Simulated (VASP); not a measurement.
Wanted: the native input for a VASP 6.6.1 run.

```
Task                   : electric field gradients
Functional             : PBEsol
Potentials or basis    : VASP PAW PBE potentials, release 64 (Pb_d, Se)
Cutoff                 : 400 eV
k mesh                 : 9 × 9 × 9
Occupations            : fermi-dirac, width 0.01 eV
Spin                   : no spin polarisation
Dipole correction      : no
Further INCAR settings : ALGO = Normal; EDIFF = 1e-08; NBANDS = 17
```

The structure of PbSe lies in POSCAR:

```
PbSe
1.0
    0.0306215000      3.0774607500      3.0774607500
    3.0774607500      0.0306215000      3.0774607500
    3.0774607500      3.0774607500      0.0306215000
Pb Se
1 1
Direct
    0.0000000000      0.0000000000      0.0000000000
    0.5000000000      0.5000000000      0.5000000000
```

This cell differs from its parent crystal: equal xy, yz and zx shear strains of +1 %.

These files were run (other wordings do the same):

INCAR

```
PREC = Accurate
ENCUT = 400
EDIFF = 1E-8
ISMEAR = -1
SIGMA = 0.01
LREAL = False
LASPH = True
NELM = 120
ALGO = Normal
ISIF = 2
LWAVE = False
LCHARG = False
GGA = PS
LEFG = True
NBANDS = 17
GGA_COMPAT = False
```

KPOINTS

```
regular mesh
0
Gamma
  9 9 9
```

Potentials or basis: VASP PAW PBE potentials, release 64 (Pb_d, Se).

Launch:

```sh
$ cat potpaw_PBE.64/Pb_d/POTCAR potpaw_PBE.64/Se/POTCAR > POTCAR
$ mpirun -np 1 vasp_std > vasp.out
```

It gave:

| Property | Result |
| --- | --- |
| Pressure | -0.6 GPa |
| Band gap on the k mesh | 0.57 eV (least direct gap 0.64 eV) |
| Largest electric field gradient by atom | Pb -1.9; Se +6.8 V/Å² |

Caveat: the cell differs from its parent crystal (equal xy, yz and zx shear strains of +1 %); without QUAD_EFG the Cq values of the log hold for a quadrupole moment of 1 mb, not for the nuclei; the PAW data sets were made with another functional, which shifts forces and pressure a little; spin-orbit coupling is left out, which moves the levels of the heavy elements; an odd mesh through Γ misses points on the zone boundary, where band edges can lie.

Run time: 100 s on 1 thread of Intel Xeon 8259CL, with other jobs on the host, peak memory 0.19 GiB.
